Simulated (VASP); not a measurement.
# NaCl (F-43m) in VASP: G0W0 quasiparticle levels with PBE

Aim: the G0W0 quasiparticle levels of NaCl with PBE.

All numbers are computed with VASP 6.6.1; they aren't measurements. Logs are shortened: lines on timing, memory, paths and dates and some standing lists are left out, and cuts for length are marked.

**1. The cell of the first run**

The structure is cubic, space group F-43m (No. 216). Conventional cell: a = 6.020 Å, b = 6.020 Å, c = 6.020 Å, α = 90.00°, β = 90.00°, γ = 90.00°. Within 3.4 Å of Na (site symmetry -43m) lie 4 Cl at 2.61 Å. Cl (site symmetry -43m) has 4 Na at 2.61 Å within 3.4 Å.

**2. G0W0 quasiparticle levels, PBE**

Contents of POSCAR:

```
NaCl
1.0
    0.0000000000      3.0100910318      3.0100910318
    3.0100910318      0.0000000000      3.0100910318
    3.0100910318      3.0100910318      0.0000000000
Na Cl
1 1
Direct
    0.0000000000      0.0000000000      0.0000000000
    0.2500000000      0.2500000000      0.2500000000
```

Contents of INCAR.step1:

```
SYSTEM = NaCl
PREC = Accurate
ENCUT = 500
EDIFF = 1E-8
ISMEAR = 0
SIGMA = 0.01
LREAL = .FALSE.
LASPH = .TRUE.
NELM = 100
ALGO = Normal
LWAVE = .TRUE.
LCHARG = .FALSE.
GGA = PE
```

Contents of INCAR.step2:

```
SYSTEM = NaCl
PREC = Accurate
ENCUT = 500
EDIFF = 1E-8
ISMEAR = 0
SIGMA = 0.01
LREAL = .FALSE.
LASPH = .TRUE.
NELM = 1
ALGO = Exact
LWAVE = .TRUE.
LCHARG = .FALSE.
GGA = PE
NBANDS = 235
LOPTICS = .TRUE.
ISTART = 1
```

Contents of INCAR.step3:

```
SYSTEM = NaCl
PREC = Accurate
ENCUT = 500
EDIFF = 1E-8
ISMEAR = 0
SIGMA = 0.01
LREAL = .FALSE.
LASPH = .TRUE.
ALGO = EVGW0
LWAVE = .FALSE.
LCHARG = .FALSE.
GGA = PE
NELMGW = 1
NBANDS = 235
ENCUTGW = 150.0
NOMEGA = 96
PRECFOCK = Fast
ISTART = 1
NBANDSGW = 16
OMEGAMAX = 20
```

Contents of KPOINTS:

```
Automatic mesh
0
G
  4 4 4
  0 0 0
```

Potentials or basis: VASP PAW PBE potentials, release 64 (Na_sv_GW, Cl_GW).

Run with:

```sh
> cat potpaw_PBE.64/Na_sv_GW/POTCAR potpaw_PBE.64/Cl_GW/POTCAR > POTCAR
> cp INCAR.step1 INCAR
> mpirun -np 1 vasp_std > vasp.out
> cp INCAR.step2 INCAR
> mpirun -np 1 vasp_std > vasp.out
> cp INCAR.step3 INCAR
> mpirun -np 1 vasp_std > vasp.out
```

OUTCAR:

```text
SYSTEM = NaCl
   PREC = Accurate
   ENCUT = 500
   EDIFF = 1E-8
   ISMEAR = 0
   LREAL = .FALSE.
   LASPH = .TRUE.
   GGA = PE
   NELMGW = 1
   ENCUTGW = 150.0
   PRECFOCK = Fast
   ISTART = 1

 ion  position               nearest neighbor table
   1  0.000  0.000  0.000-
   2  0.250  0.250  0.250-

  LATTYP: Found a face centered cubic cell.
 ALAT       =     6.0201820636

  Lattice vectors:

 A1 = (   0.0000000000,   3.0100910318,   3.0100910318)
 A2 = (   3.0100910318,   0.0000000000,   3.0100910318)
 A3 = (   3.0100910318,   3.0100910318,   0.0000000000)

Analysis of symmetry for initial positions (statically):
=====================================================================
 Subroutine PRICEL returns:
 Original cell was already a primitive cell.

 Routine SETGRP: Setting up the symmetry group for a
 face centered cubic supercell.

 Subroutine GETGRP returns: Found 24 space group operations
 (whereof 24 operations were pure point group operations)
 out of a pool of 48 trial point group operations.

The static configuration has the point symmetry T_d .

Analysis of symmetry for dynamics (positions and initial velocities):
=====================================================================
 Subroutine PRICEL returns:
 Original cell was already a primitive cell.

 Routine SETGRP: Setting up the symmetry group for a
 face centered cubic supercell.

 Subroutine GETGRP returns: Found 24 space group operations
 (whereof 24 operations were pure point group operations)
 out of a pool of 48 trial point group operations.

The dynamic configuration has the point symmetry T_d .

 Subroutine INISYM returns: Found 24 space group operations
 (whereof 24 operations are pure point group operations),
 and found     1 'primitive' translations

----------------------------------------------------------------------------------------

                                     Primitive cell

[... 47 lines left out ...]
  0.000000  0.000000  0.000000      1.000000
  0.250000  0.000000  0.000000      8.000000
  0.500000  0.000000  0.000000      4.000000
  0.250000  0.250000  0.000000      6.000000
  0.500000  0.250000  0.000000     24.000000
 -0.250000  0.250000  0.000000     12.000000
  0.500000  0.500000  0.000000      3.000000
 -0.250000  0.500000  0.250000      6.000000
   k-points           NKPTS =      8   k-points in BZ     NKDIM =     64   number of bands    NBANDS=    235
   number of dos      NEDOS =    301   number of ions     NIONS =      2
   total plane-waves  NPLWV =  32768
   dimension x,y,z NGX =    32 NGY =   32 NGZ =   32
   dimension x,y,z NGXF=    64 NGYF=   64 NGZF=   64
   ions per type =               1   1
   NGX,Y,Z   is equivalent  to a cutoff of  12.50, 12.50, 12.50 a.u.
   NGXF,Y,Z  is equivalent  to a cutoff of  24.99, 24.99, 24.99 a.u.
 SYSTEM =  NaCl
   PREC   = accura    normal or accurate (medium, high low for compatibility)
   ISTART =      1    job   : 0-new  1-cont  2-samecut
   ICHARG =      0    charge: 1-file 2-atom 10-const
   ISPIN  =      1    spin polarized calculation?
   LNONCOLLINEAR =      F non collinear calculations
   LSORBIT =      F    spin-orbit coupling
   LASPH  =      T    aspherical Exc in radial PAW
   ENCUT  =  500.0 eV  36.75 Ry    6.06 a.u.   7.76  7.76  7.76*2*pi/ulx,y,z
   NELM   =     60;   NELMIN=  2; NELMDL=  0     # of ELM steps
   EDIFF  = 0.1E-07   stopping-criterion for ELM
   LREAL  =      F    real-space projection
   EDIFFG = 0.1E-06   stopping-criterion for IOM
   NSW    =      0    number of steps for IOM
   IBRION =     -1    ionic relax: 0-MD 1-quasi-New 2-CG
   NFREE  =      0    steps in history (QN), initial steepest desc. (CG)
   ISIF   =      0    stress and relaxation
   ISYM   =      3    0-nonsym 1-usesym 2-fastsym
   POTIM  = 0.5000    time-step for ionic-motion
   TEBEG  =    0.0;   TEEND  =   0.0 temperature during run
   PSTRESS=    0.0 pullay stress
   NELECT =      16.0000    total number of electrons
   NUPDOWN=      -1.0000    fix difference up-down
   EMIN   =  10.00;   EMAX   =-10.00  energy-range for DOS
   EFERMI =   0.00;   METHOD = LEGACY
   ISMEAR =     0;   SIGMA  =   0.01  broadening in eV -4-tet -1-fermi 0-gaus
   EFERMI_NEDOS =   21; number of points for ismear=-14 and -15
   IALGO  =     38    algorithm
   IMIX   =      4    mixing-type and parameters
     AMIX     =   0.40;   BMIX     =  1.00
     AMIX_MAG =   1.60;   BMIX_MAG =  1.00
  volume/ion in A,a.u.               =      27.27       184.05
  Fermi-wavevector in a.u.,A,eV,Ry     =   1.087740  2.055531 16.098125  1.183179
  Thomas-Fermi vector in A             =   2.223906
   LORBIT       =      0    0 simple, 1 ext, 2 COOP (PROOUT), +10 PAW based schemes
   GGA     = PE    functional components
   LHFCALC =     T    Hartree Fock is set to
   PRECFOCK=fast      Normal, Fast or Accurate (Low or Medium for compatibility)
   ENCUT4O =  -1.0   cutoff for four orbital integrals eV
   NKREDX  =     1    reduce k-point grid by
   NKREDY  =     1    reduce k-point grid by
   NKREDZ  =     1    reduce k-point grid by
   AEXX    =    1.0000 exact exchange contribution
   HFSCREEN=    0.0000 screening length (either q_TF or 0.3 A-1)
   HFSCREENC=   0.0000 screening length for correlation (either q_TF or 0.3 A-1)
   ENCUTFOCK=  -1.0 apply spherical cutoff to Coloumb kernel
   IVDW    =     0    specifies the selected vdW correction
   LEPSILON=     F    determine dielectric tensor
   LRPA    =     F    only Hartree local field effects (RPA)
   LRPAFORCE           =     F    calculate RPA forces
   ENCUTGW             = 150.0    cutoff for response function in eV
   ENCUTGWSOFT         = 120.0    soft cutoff for Coulomb kernel in GW response function in eV
   ENCUTLF             =  -1.0    cutoff for local field effects
   NELMGW              =     1    number of iterations in solving QP/BSE equation
   NELMHF              =     1    number of iterations in the inner HF iteration
   NKREDLFX            =     1    NKREDLFY  =   1   NKREDLFZ  =   1
 non-spin polarized calculation
 Gauss-broadening in eV      SIGMA  =   0.01
  energy-cutoff  :      500.00
  volume of cell :       54.55
 maximum number of plane-waves:      1411
 NGX is ok and might be reduce to    32
  NGX = 18; NGY = 18; NGZ = 18
   NGX = 15   NGY = 15   NGZ = 15
 maximum number of plane-waves:       259
 NGX is ok and might be reduce to    18

 QP shifts <psi_nk| G(iteration)W_0 |psi_nk>: iteration 1
 for sc-GW calculations column KS-energies equals QP-energies in previous step
 and V_xc(KS)=  KS-energies - (<T + V_ion + V_H > + <T+V_H+V_ion>^1  + <V_x>^1)

 k-point   1 :       0.0000    0.0000    0.0000
  band No.  KS-energies  QP-energies   sigma(KS)   V_xc(KS)     V^pw_x(r,r')   Z            occupation Imag(sigma)

      1     -50.7327     -60.0105     -41.1963     -29.2758     -49.1438       0.7783       2.0000       0.2533
      2     -22.6806     -28.6067     -35.5912     -28.2919     -41.3294       0.8119       2.0000       0.0451
      3     -22.6806     -28.6067     -35.5912     -28.2919     -41.3294       0.8119       2.0000       0.0451
      4     -22.6806     -28.6067     -35.5912     -28.2919     -41.3294       0.8119       2.0000       0.0451
      5     -14.4677     -15.9210     -17.1908     -15.1398     -24.3715       0.7086       2.0000       1.2217
      6      -2.2575      -4.5531     -17.0854     -14.2253     -18.7404       0.8026       2.0000       0.0309
[... 135 lines left out ...]
      2     -22.7009     -28.5740     -35.4877     -28.2064     -41.2416       0.8066       2.0000       0.0693
      3     -22.6886     -28.5890     -35.5632     -28.2630     -41.2995       0.8082       2.0000       0.0462
      4     -22.6862     -28.5962     -35.5725     -28.2721     -41.3099       0.8095       2.0000       0.0463
      5     -14.2256     -15.6204     -17.5547     -15.5522     -24.7032       0.6965       2.0000       1.1244
      6      -3.0091      -5.3935     -16.2794     -13.2718     -17.9983       0.7928       2.0000       0.0342
[... 8 lines left out ...]
     15      13.3469      15.0399      -7.7135      -9.7817      -3.9506       0.8186       0.0000      -0.1613
     16      13.3507      15.3585      -8.9893     -11.4996      -5.1079       0.7998       0.0000      -0.1054
```

OUTCAR.step1:

```text
SYSTEM = NaCl
   PREC = Accurate
   ENCUT = 500
   EDIFF = 1E-8
   ISMEAR = 0
   LREAL = .FALSE.
   LASPH = .TRUE.
[... 322 lines left out ...]
      0.00000      0.00000      0.00000        -0.000000     -0.000000     -0.000000
      1.50505      1.50505      1.50505         0.000000      0.000000      0.000000
 -----------------------------------------------------------------------------------
    total drift:                               -0.000000     -0.000000     -0.000000

  FREE ENERGIE OF THE ION-ELECTRON SYSTEM (eV)
  ---------------------------------------------------
  free  energy   TOTEN  =        -8.6766498449 eV

  energy  without entropy=       -8.6766498449  energy(sigma->0) =       -8.67664984
```

OUTCAR.step2:

```text
SYSTEM = NaCl
   PREC = Accurate
   ENCUT = 500
   EDIFF = 1E-8
[... 722 lines left out ...]
  --------------------------------------------------------------------------------------------------------------
     0.00000     2.39194     2.39194     2.39194     0.00000    -0.00000     0.00000
     2.37267     2.48944     2.48944     2.48944     0.00000    -0.00000     0.00000
     4.74534     3.05376     3.05376     3.05376     0.00000    -0.00000     0.00000
     7.11801     2.77498     2.77498     2.77498    -0.00000    -0.00000    -0.00000
     9.49068     2.80029     2.80029     2.80029    -0.00000    -0.00000    -0.00000
    11.86336    -0.11309    -0.11309    -0.11309     0.00000    -0.00000    -0.00000
[... 92 lines left out ...]
   232.52176     0.99281     0.99281     0.99281    -0.00000     0.00000    -0.00000
   234.89443     0.99297     0.99297     0.99297    -0.00000     0.00000    -0.00000
```

It took 4.1 min on 1 thread of AMD EPYC 9R45 (Zen 5), shared host; peak memory 0.7 GiB.

Results:

```
Quasiparticle gap                                   : 8.21 eV
Least direct quasiparticle gap                      : 8.21 eV
Band gap of the starting levels on the mesh         : 5.13 eV
Least direct gap of the starting levels on the mesh : 5.13 eV
```

Caveat: the k points lie up to 0.45 Å⁻¹ apart; bands, screening cutoff and mesh are small and nothing is extrapolated, so the quasiparticle values aren't converged; the structure was generated, so it needn't be the stable form of NaCl.
